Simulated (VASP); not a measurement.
# WS2 (C2/c) in VASP: a series of runs

The runs below take WS2 through single point, with PBEsol.

Program: VASP 6.6.1. These are calculated values, not measurements. Logs are shortened: lines on timing, memory, paths and dates and some standing lists are left out, and cuts for length are marked.

## Step 1: The cell of the first run

Symmetry: C2/c, No. 15, monoclinic system. The conventional cell has a = 3.154 Å, b = 5.449 Å, c = 12.679 Å, α = 90.00°, β = 96.25°, γ = 90.00°. W (site symmetry 2) has 6 S at 2.40 Å and 6 W at 3.15 Å within 3.2 Å. S (site symmetry 1) has 3 W at 2.40 Å and 7 S at 3.13 to 3.15 Å within 3.2 Å.

## Step 2: Single point, PBEsol (engineering shear strain xz -0.1400, engineering shear strain yz +0.0000)

File INCAR:

```
PREC = Accurate
ENCUT = 520
EDIFF = 1E-7
ISMEAR = 0
SIGMA = 0.05
LREAL = F
LASPH = T
NELM = 80
ALGO = Normal
ISIF = 2
LWAVE = F
LCHARG = T
GGA = PS
LELF = T
LVHAR = T
NBANDS = 35
```

File KPOINTS:

```
Automatic mesh
0
Gamma
  12 12 2
```

File POSCAR:

```
WS2
1.0
    3.1462408358      0.0000000000     -0.2202368585
   -1.5731204179      2.7247244902      0.1101184293
   -0.8887658288     -0.0000000001     12.6966546967
W S
2 4
Direct
    0.2912473138      0.5824946275      0.2500000000
    0.7087526862      0.4175053725      0.7500000000
    0.3058695818      0.7506355861      0.6259573375
    0.5552339957      0.2493644139      0.1259573375
    0.4447660043      0.7506355861      0.8740426625
    0.6941304182      0.2493644139      0.3740426625
```

Potentials or basis: VASP PAW PBE potentials, release 64 (W_sv, S).

Run with:

```
$ cat potpaw_PBE.64/W_sv/POTCAR potpaw_PBE.64/S/POTCAR > POTCAR
$ mpirun -np 1 vasp_std > vasp.out
```

OUTCAR:

```text
PREC = Accurate
   ENCUT = 520
   EDIFF = 1E-7
   ISMEAR = 0
   LREAL = F
   LASPH = T
   NELM = 80
   ISIF = 2
   GGA = PS

 ion  position               nearest neighbor table
   1  0.291  0.582  0.250-   4 2.40   6 2.40   6 2.40   4 2.40   4 2.40   6 2.40
   2  0.709  0.418  0.750-   5 2.40   3 2.40   3 2.40   5 2.40   5 2.40   3 2.40
   3  0.306  0.751  0.626-   2 2.40   2 2.40   2 2.40
   4  0.555  0.249  0.126-   1 2.40   1 2.40   1 2.40
   5  0.445  0.751  0.874-   2 2.40   2 2.40   2 2.40
   6  0.694  0.249  0.374-   1 2.40   1 2.40   1 2.40

  LATTYP: Found a base centered monoclinic cell.
 ALAT       =     3.1539397063
 B/A-ratio  =     1.7278228146
 C/A-ratio  =     4.0200534166
 COS(beta)  =    -0.1089002602

  Lattice vectors:

 A1 = (  -1.5731204179,   2.7247244902,   0.1101184293)
 A2 = (  -1.5731204179,  -2.7247244902,   0.1101184292)
 A3 = (   2.2574750070,  -0.0000000001,  12.4764178382)

Analysis of symmetry for initial positions (statically):
=====================================================================
 Subroutine PRICEL returns:
 Original cell was already a primitive cell.

 Routine SETGRP: Setting up the symmetry group for a
 base centered monoclinic supercell.

 Subroutine GETGRP returns: Found  4 space group operations
 (whereof  2 operations were pure point group operations)
 out of a pool of  4 trial point group operations.

The static configuration has the point symmetry S_2 .
 The point group associated with its full space group is C_2h.

Analysis of symmetry for dynamics (positions and initial velocities):
=====================================================================
 Subroutine PRICEL returns:
 Original cell was already a primitive cell.

 Routine SETGRP: Setting up the symmetry group for a
 base centered monoclinic supercell.

 Subroutine GETGRP returns: Found  4 space group operations
 (whereof  2 operations were pure point group operations)
 out of a pool of  4 trial point group operations.

The dynamic configuration has the point symmetry S_2 .
 The point group associated with its full space group is C_2h.

 Subroutine INISYM returns: Found  4 space group operations
 (whereof  2 operations are pure point group operations),
 and found     1 'primitive' translations

----------------------------------------------------------------------------------------

                                     Primitive cell

  volume of cell :     108.3105

  direct lattice vectors                    reciprocal lattice vectors
     3.146240836  0.000000000 -0.220236858     0.319404706  0.183504792  0.022358329
    -1.573120418  2.724724490  0.110118429     0.000000000  0.367009583  0.000000000
    -0.888765829 -0.000000000 12.696654697     0.005540411 -0.000000000  0.079148733

  length of vectors
     3.153939706  3.148167318 12.727723488     0.369043723  0.367009583  0.079342410

  position of ions in fractional coordinates (direct lattice)
     0.291247314  0.582494627  0.250000000
     0.708752686  0.417505373  0.750000000
     0.305869582  0.750635586  0.625957337
     0.555233996  0.249364414  0.125957337
     0.444766004  0.750635586  0.874042663
     0.694130418  0.249364414  0.374042663

  ion indices of the primitive-cell ions
   primitive index   ion index
                 1           1
                 2           2
                 3           3
                 4           4
                 5           5
                 6           6

----------------------------------------------------------------------------------------

 KPOINTS: Automatic mesh

Automatic generation of k-mesh.
 Grid dimensions read from file:
 generate k-points for:   12   12    2

 Generating k-lattice:

  Cartesian coordinates                     Fractional coordinates (reciprocal lattice)
     0.026617059  0.015292066  0.001863194     0.083333333 -0.000000000 -0.000000000
     0.000000000  0.030584132  0.000000000     0.000000000  0.083333333  0.000000000
     0.002770206 -0.000000000  0.039574366     0.000000000  0.000000000  0.500000000

  Length of vectors
     0.030753644  0.030584132  0.039671205

  Shift w.r.t. Gamma in fractional coordinates (k-lattice)
     0.000000000  0.000000000  0.000000000

 Subroutine IBZKPT returns following result:
 ===========================================

 Found     86 irreducible k-points:

 Following reciprocal coordinates:
            Coordinates               Weight
  0.000000  0.000000  0.000000      1.000000
  0.083333 -0.000000  0.000000      4.000000
  0.166667 -0.000000 -0.000000      4.000000
  0.250000 -0.000000  0.000000      4.000000
  0.333333 -0.000000  0.000000      4.000000
  0.416667 -0.000000  0.000000      4.000000
[... 16 lines left out ...]
  0.333333  0.166667  0.000000      4.000000
  0.416667  0.166667  0.000000      4.000000
 [... further k-points ...]
   k-points           NKPTS =     86   k-points in BZ     NKDIM =     86   number of bands    NBANDS=     35
   number of dos      NEDOS =    301   number of ions     NIONS =      6
   total plane-waves  NPLWV =  55296
   dimension x,y,z NGX =    24 NGY =   24 NGZ =   96
   dimension x,y,z NGXF=    48 NGYF=   48 NGZF=  192
   ions per type =               2   4
   NGX,Y,Z   is equivalent  to a cutoff of  12.65, 12.67, 12.54 a.u.
   NGXF,Y,Z  is equivalent  to a cutoff of  25.30, 25.35, 25.08 a.u.
 SYSTEM =  unknown system
   PREC   = accura    normal or accurate (medium, high low for compatibility)
   ISTART =      0    job   : 0-new  1-cont  2-samecut
   ICHARG =      2    charge: 1-file 2-atom 10-const
   ISPIN  =      1    spin polarized calculation?
   LNONCOLLINEAR =      F non collinear calculations
   LSORBIT =      F    spin-orbit coupling
   LASPH  =      T    aspherical Exc in radial PAW
   ENCUT  =  520.0 eV  38.22 Ry    6.18 a.u.   5.86  5.85 23.67*2*pi/ulx,y,z
   NELM   =     80;   NELMIN=  2; NELMDL= -5     # of ELM steps
   EDIFF  = 0.1E-06   stopping-criterion for ELM
   LREAL  =      F    real-space projection
   EDIFFG = 0.1E-05   stopping-criterion for IOM
   NSW    =      0    number of steps for IOM
   IBRION =     -1    ionic relax: 0-MD 1-quasi-New 2-CG
   NFREE  =      0    steps in history (QN), initial steepest desc. (CG)
   ISIF   =      2    stress and relaxation
   ISYM   =      2    0-nonsym 1-usesym 2-fastsym
   POTIM  = 0.5000    time-step for ionic-motion
   TEBEG  =    0.0;   TEEND  =   0.0 temperature during run
   PSTRESS=    0.0 pullay stress
   NELECT =      52.0000    total number of electrons
   NUPDOWN=      -1.0000    fix difference up-down
   EMIN   =  10.00;   EMAX   =-10.00  energy-range for DOS
   EFERMI =   0.00;   METHOD = LEGACY
   ISMEAR =     0;   SIGMA  =   0.05  broadening in eV -4-tet -1-fermi 0-gaus
   EFERMI_NEDOS =   21; number of points for ismear=-14 and -15
   IALGO  =     38    algorithm
   IMIX   =      4    mixing-type and parameters
     AMIX     =   0.40;   BMIX     =  1.00
     AMIX_MAG =   1.60;   BMIX_MAG =  1.00
  volume/ion in A,a.u.               =      18.05       121.82
  Fermi-wavevector in a.u.,A,eV,Ry     =   1.281895  2.422430 22.357835  1.643254
  Thomas-Fermi vector in A             =   2.414238
   LORBIT       =      0    0 simple, 1 ext, 2 COOP (PROOUT), +10 PAW based schemes
   GGA     = PS    functional components
   LHFCALC =     F    Hartree Fock is set to
   AEXX    =    0.0000 exact exchange contribution
   IVDW    =     0    specifies the selected vdW correction
   LEPSILON=     F    determine dielectric tensor
   LRPA    =     F    only Hartree local field effects (RPA)
 non-spin polarized calculation
 Gauss-broadening in eV      SIGMA  =   0.05
  energy-cutoff  :      520.00
  volume of cell :      108.31
 maximum number of plane-waves:      2938
   NGX = 11   NGY = 11   NGZ = 47

 number of electron      52.0000002 magnetization

 Free energy of the ion-electron system (eV)
  ---------------------------------------------------
  ext. energy  EPLUGINS =         0.00000000
  ---------------------------------------------------
  free energy    TOTEN  =       -50.51370668 eV

  energy without entropy =      -50.51370668  energy(sigma->0) =      -50.51370668

 E-fermi :   7.5269     XC(G=0): -10.9711

 val. band max:        7.1079277615   @ k =   0.0000   0.0000   0.0000
 cond. band min:       8.2018025763   @ k =   0.1667   0.1667   0.0000
 fundamental gap:      1.0938748149
 Fermi energy:         7.5269048943

 k-point     1 :       0.0000    0.0000    0.0000
  band No.  band energies     occupation
      1     -67.3891      2.00000
      2     -67.3891      2.00000
      3     -31.6673      2.00000
      4     -31.6673      2.00000
      5     -31.4783      2.00000
      6     -31.4783      2.00000
[... 27 lines left out ...]
     34       9.7622      0.00000
     35      11.8635      0.00000

 k-point     2 :       0.0833   -0.0000    0.0000
  band No.  band energies     occupation
      1     -67.3878      2.00000
      2     -67.3878      2.00000
      3     -31.6626      2.00000
      4     -31.6626      2.00000
      5     -31.5031      2.00000
      6     -31.5031      2.00000
[... 27 lines left out ...]
     34       9.7678      0.00000
     35      12.4205      0.00000

 k-point     3 :       0.1667   -0.0000   -0.0000
  band No.  band energies     occupation
      1     -67.3842      2.00000
      2     -67.3842      2.00000
      3     -31.6499      2.00000
      4     -31.6499      2.00000
      5     -31.5728      2.00000
      6     -31.5728      2.00000
[... 27 lines left out ...]
     34      10.2745      0.00000
     35      13.4790      0.00000
[... 723 lines left out ...]
 k-point    23 :       0.3333    0.1667    0.0000
  band No.  band energies     occupation
      1     -67.3695      2.00000
      2     -67.3695      2.00000
      3     -31.8044      2.00000
      4     -31.8044      2.00000
      5     -31.6121      2.00000
      6     -31.6121      2.00000
[... 27 lines left out ...]
     34      11.5888      0.00000
     35      12.7975      0.00000

 k-point    24 :       0.4167    0.1667    0.0000
  band No.  band energies     occupation
      1     -67.3684      2.00000
      2     -67.3684      2.00000
      3     -31.8203      2.00000
      4     -31.8203      2.00000
      5     -31.6220      2.00000
      6     -31.6220      2.00000
[... 27 lines left out ...]
     34      11.4351      0.00000
     35      12.3460      0.00000

 [... further k-points ...]
[... 5 lines left out ...]
  --------------------------------------------------------------------------------------
  -------------------------------------------------------------------------------------
  Total       -0.1193184      0.3014769      0.7993172     -0.0000000     -0.0000000      0.2394941
  in kB       -1.7650103      4.4595812     11.8238560     -0.0000000     -0.0000000      3.5427038
  external PRESSURE =       4.8394756 kB  Pullay stress =       0.0000000 kB

 VOLUME and BASIS-vectors are now :
 -----------------------------------------------------------------------------
  energy-cutoff  :      520.00
  volume of cell :      108.31
      direct lattice vectors                 reciprocal lattice vectors
     3.146240836  0.000000000 -0.220236858     0.319404706  0.183504792  0.022358329
    -1.573120418  2.724724490  0.110118429     0.000000000  0.367009583  0.000000000
    -0.888765829 -0.000000000 12.696654697     0.005540411 -0.000000000  0.079148733

 POSITION                                       TOTAL-FORCE (eV/Angst)
 -----------------------------------------------------------------------------------
     -0.22219      1.58714      3.17416         0.000000      0.001184      0.000000
      0.90655      1.13759      9.41237         0.000000     -0.001184     -0.000000
     -0.77483      2.04528      7.96286        -0.001129      0.000663     -0.024100
      1.24267      0.67945      1.50441        -0.001129     -0.000663     -0.024100
     -0.55832      2.04528     11.08212         0.001129      0.000663      0.024100
      1.45918      0.67945      4.62368         0.001129     -0.000663      0.024100
 -----------------------------------------------------------------------------------
    total drift:                               -0.000000      0.000000      0.000000

  FREE ENERGIE OF THE ION-ELECTRON SYSTEM (eV)
  ---------------------------------------------------
  free  energy   TOTEN  =       -50.5137066771 eV

  energy  without entropy=      -50.5137066771  energy(sigma->0) =      -50.51370668
```

Wall time 2.2 min (1 thread of Intel Xeon 6975P-C (Granite Rapids), shared host); peak memory 0.4 GiB.

What came out:

```
Free energy            : -50.5137 eV
Pressure               : 0.5 GPa
Largest force          : 0.024 eV/Å
Band gap on the k mesh : 1.09 eV (least direct gap 1.86 eV)
```

Forces in eV/Å, atoms in the order of the input:
```
W    0.000  0.001  0.000
W    0.000 -0.001  0.000
S   -0.001  0.001 -0.024
S   -0.001 -0.001 -0.024
S    0.001  0.001  0.024
S    0.001 -0.001  0.024
```

Levels at points of the mesh, in eV from the valence-band top:
```
           k point  band 24  band 25  band 26  band 27  band 28  band 29
(0.00, 0.00, 0.00)    -1.64    -1.20     0.00     2.33     2.35     2.37
(0.50, 0.00, 0.00)    -1.77    -1.53    -1.49     2.38     2.40     2.63
(0.00, 0.50, 0.00)    -1.80    -1.71    -1.45     2.39     2.40     2.78
(0.00, 0.00, 0.50)    -2.17    -0.34    -0.34     2.33     2.33     2.41
(0.50, 0.00, 0.50)    -1.76    -1.74    -1.39     2.38     2.40     2.71
(0.00, 0.50, 0.50)    -1.84    -1.52    -1.52     2.40     2.40     2.80
```

Caveat: the cell differs from its parent crystal (engineering shear strain xz -0.1400, engineering shear strain yz +0.0000); the PAW data sets were made with another functional, which shifts forces and pressure a little; spin-orbit coupling is left out, which moves the levels of the heavy elements; this functional lacks dispersion, which binds the layers, so the pressure and a relaxed spacing across them are unreliable.

(Part 1 of 2 ends here.)
